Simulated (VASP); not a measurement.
Li:

```xyz
1
Lattice="-1.7547 1.7547 1.7547 1.7547 -1.7547 1.7547 1.7547 1.7547 -1.7547" Properties=species:S:1:pos:R:3 pbc="T T T"
Li    0.0000    0.0000    0.0000
```

```yaml
Program: VASP 6.6.1
Task: relaxation of cell and atoms
Functional: PBEsol
Dispersion: D3(BJ)
Potentials_or_basis: VASP PAW PBE potentials, release 64 (Li_sv)
Cutoff: 600 eV
k_mesh: 11 × 11 × 11
Occupations: fermi-dirac, width 0.05 eV
Spin: no spin polarisation
```

At the start: pressure -2.0 GPa; volume 21.61 Å³/atom.

Where does the relaxation end?

Over 5 steps the energy falls by 24.7 meV/atom and the volume is 18.29 Å³/atom (-15.3 %); space group Im-3m (No. 229, to 0.05 Å).

Step by step:
```csv
step,energy change (eV),largest force (eV/Å),pressure (GPa),volume (Å³)
1,0.0000,0.0000,-2.01,21.61
2,-0.0097,0.0000,-1.67,20.77
3,-0.0229,0.0000,-0.66,19.02
4,-0.0061,0.0000,2.86,15.83
5,-0.0247,0.0000,-0.11,18.29
```

Final structure:
```yaml
crystal:
  lattice:
    - [-1.65987, 1.65987, 1.65987]
    - [1.65987, -1.65987, 1.65987]
    - [1.65987, 1.65987, -1.65987]
  atoms:
    - { symbol: Li, position: [0.00000, 0.00000, 0.00000] }
```

The cell as given is a measured one (21.61 Å³/atom); PBEsol+D3(BJ) puts the equilibrium volume -15.3 % from it, thermal expansion not counted.

Caveat: the cutoff is under 1.25 times the usual one of these potentials, so pressure, stress and relaxed cells hold a basis-set (Pulay) error; the volume moved by over 15 % at a fixed basis, so the end points are rough; the PAW data sets were made with another functional, which shifts forces and pressure a little; the volume moved by -15 % from the deposited cell, more than functionals usually miss; pairwise dispersion overbinds metals, which lowers pressure and volume.
